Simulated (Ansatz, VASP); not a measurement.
# One calculation of SiC, two programs

```
Si C
1.0
     3.01321    0.00000    0.00000
    -1.50660    2.60951    0.00000
     0.00000    0.00000    4.94495
Si C
2 2
Direct
  0.66667 0.33333 0.50000
  0.33333 0.66667 0.00000
  0.66667 0.33333 0.88500
  0.33333 0.66667 0.38500
```

Alike in both runs: task single point; functional r2SCAN; k mesh 10 × 10 × 5; occupations fermi-dirac, width 0.05 eV; no spin polarisation.

|  | VASP | Ansatz |
| --- | --- | --- |
| version | VASP 6.6.1 | Ansatz 0.2.0 |
| potentials or method | VASP PAW PBE potentials, release 64 (Si, C) | Ansatz PAW |
| plane-wave cutoff (eV) | 520 | 500 |
| valence electrons in the cell | 16 | 16 |

Ansatz gave:

| Property | Result |
| --- | --- |
| gap on the k mesh at the Fermi level (eV) | 2.77 |
| least direct gap on the mesh (eV) | 4.73 |
| pressure (GPa) | 16.1 |
| traceless stress, the component that is largest in VASP (GPa) | -4.70 |
| rms of the force components (eV/Å) | 0.506 |

Task: What did VASP give for the same quantities?

Result: gap on the k mesh at the Fermi level (eV): 2.78; least direct gap on the mesh (eV): 4.74; pressure (GPa): 15.8; traceless stress, the component that is largest in VASP (GPa): -4.64; rms of the force components (eV/Å): 0.504.

VASP's potentials were made for PBE, not for r2SCAN. Atom by atom the forces differ by 0.002 eV/Å (rms over components). With one functional, cell and mesh, what is left measures potentials, basis and numerics.

Noted on Ansatz's run: odd divisions of the mesh miss points on the zone boundary, where band edges often lie, so the gap on the mesh can be too wide.
